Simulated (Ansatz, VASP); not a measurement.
## Two plane-wave programs on HfN

```
CELL_PARAMETERS angstrom
0.00000 2.25078 2.25078
2.25078 0.00000 2.25078
2.25078 2.25078 0.00000
ATOMIC_POSITIONS crystal
Hf 0.50000 0.50000 0.50000
N 0.00000 0.00000 0.00000
```

Alike in both runs: functional PBEsol; k mesh 16 × 16 × 16; occupations gaussian, width 0.1 eV; no spin polarisation.

Ansatz relaxed the structure, and its values are those at the end. VASP's run is a single point on that final structure, the one shown.

|  | VASP | Ansatz |
| --- | --- | --- |
| version | VASP 6.6.1 | Ansatz 0.2.0 |
| potentials or method | VASP PAW PBE potentials, release 64 (Hf_pv, N), cutoff 520 eV | scalar-relativistic, plane waves, PAW |
| valence electrons in the cell | 15 | 31 |

|  | VASP | Ansatz | Ansatz less VASP |
| --- | --- | --- | --- |
| gap on the k mesh at the Fermi level (eV) | none | none | - |
| pressure (GPa) | -2.2 | 0.0 | +2.18 |

VASP's potentials were made for PBE, not for PBEsol. A gap of «none» marks a metal or a gap that the smearing closes. The functional is the same, so the differences come from potentials, cutoffs and numerics. VASP's potentials hold 15 valence electrons a cell and Ansatz's 31, so a difference there can come from the potentials and not from the codes.

Neither program's run includes spin-orbit coupling.
